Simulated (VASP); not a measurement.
MgO, a slab with vacuum:

```
CELL_PARAMETERS angstrom
3.00795 0.00000 0.00000
0.00000 3.00795 0.00000
0.00000 0.00000 18.12690
ATOMIC_POSITIONS crystal
Mg 0.00000 0.00000 0.44296
Mg 0.50000 0.50000 0.55704
O 0.50000 0.50000 0.43966
O 0.00000 0.00000 0.56034
```

Base run:

- Program: VASP 6.6.1
- Functional: PBE
- Potentials or basis: VASP PAW PBE potentials, release 64 (Mg, O)
- Cutoff: 520 eV
- k mesh: 10 × 10 × 1, shifted
- Occupations: fermi-dirac, width 0.02 eV
- Spin: no spin polarisation

Its results: band gap on the k mesh 3.51 eV; largest force 0.029 eV/Å.

Question: The run is repeated on the same cell with these changes: k mesh from 10 × 10 × 1, shifted to 10 × 10 × 1, through Γ; further incar settings from ALGO = Normal; EDIFF = 1e-07; NBANDS = 16; ISYM = 0 to ALGO = Normal; EDIFF = 1e-06; NBANDS = 16. What comes out?

Answer: Band gap on the k mesh 3.28 eV; largest force 0.029 eV/Å.

A k mesh can miss the band edges.
